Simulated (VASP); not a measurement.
NaH, 2 atoms in the cell. Symmetry: Pm-3m, No. 221, cubic system. Conventional cell: a = 2.932 Å, b = 2.932 Å, c = 2.932 Å, α = 90.00°, β = 90.00°, γ = 90.00°. Within 3.4 Å of Na (site symmetry m-3m) lie 8 H at 2.54 Å and 6 Na at 2.93 Å. Within 3.4 Å of H (site symmetry m-3m) lie 8 Na at 2.54 Å and 6 H at 2.93 Å. 

```yaml
Program: VASP 6.6.1
Task: single point
Functional: HSE06
Potentials_or_basis: VASP PAW PBE potentials, release 64 (Na_pv, H)
Cutoff: 520 eV
k_mesh: 4 × 4 × 4
Occupations: gaussian, width 0.01 eV
Spin: no spin polarisation
Dipole_correction: no
Grid_for_exact_exchange_PRECFOCK: Normal
Further_INCAR_settings: ALGO = Normal; EDIFF = 1e-06; NBANDS = 11
Screening_parameter: 0.2079 1/Å
```

Potentials or basis: VASP PAW PBE potentials, release 64 (Na_pv, H).

Launch:

```bash
$ cat potpaw_PBE.64/Na_pv/POTCAR potpaw_PBE.64/H/POTCAR > POTCAR
$ cp INCAR.step1 INCAR
$ mpirun -np 1 vasp_std > vasp.out
$ cp INCAR.step2 INCAR
$ mpirun -np 1 vasp_std > vasp.out
```

Hardware: 1 thread of Intel(R) Xeon(R) Platinum 8488C (Sapphire Rapids), with other jobs on the host.

Problem. Estimate the wall time of this run.

Solution. Run time: 38 s on 1 thread of Intel(R) Xeon(R) Platinum 8488C (Sapphire Rapids), on a shared host, peak memory 0.23 GiB. Counts: k points 10.
